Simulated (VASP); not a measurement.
A run of VASP 6.6.1:

The input INCAR:

```
SYSTEM = Cu
ALGO = Normal
EDIFF = 1E-7
ENCUT = 520
ISIF = 2
ISMEAR = -1
LASPH = .TRUE.
LCHARG = .TRUE.
LELF = .TRUE.
LREAL = .FALSE.
LVHAR = .TRUE.
LWAVE = .FALSE.
NBANDS = 18
NELM = 100
PREC = Accurate
SIGMA = 0.1
```

KPOINTS

```
k-points
0
G
  16 16 9
  0 0 0
```

POSCAR

```
Cu
1.0
    2.4179563239      0.0000000000      0.0000000000
   -1.2089781620      2.0940116018      0.0000000000
    0.0000000000      0.0000000000      3.9613999859
Cu
2
Direct
    0.3333333333      0.6666666667      0.2500000000
    0.6666666667      0.3333333333      0.7500000000
```

Potentials or basis: VASP PAW LDA potentials, release 64 (Cu).

Launch:

```console
$ cat potpaw_LDA.64/Cu/POTCAR > POTCAR
$ mpirun -np 1 vasp_std > vasp.out
```

Hardware: 1 thread of Intel(R) Xeon(R) Platinum 8559C (Emerald Rapids), on a shared host.

Problem. Estimate the wall time of this run.

Solution. Run time: 22 s on 1 thread of Intel(R) Xeon(R) Platinum 8559C (Emerald Rapids), with other jobs on the host, peak memory 0.15 GiB. Counts: scf iterations 12, k points 150.
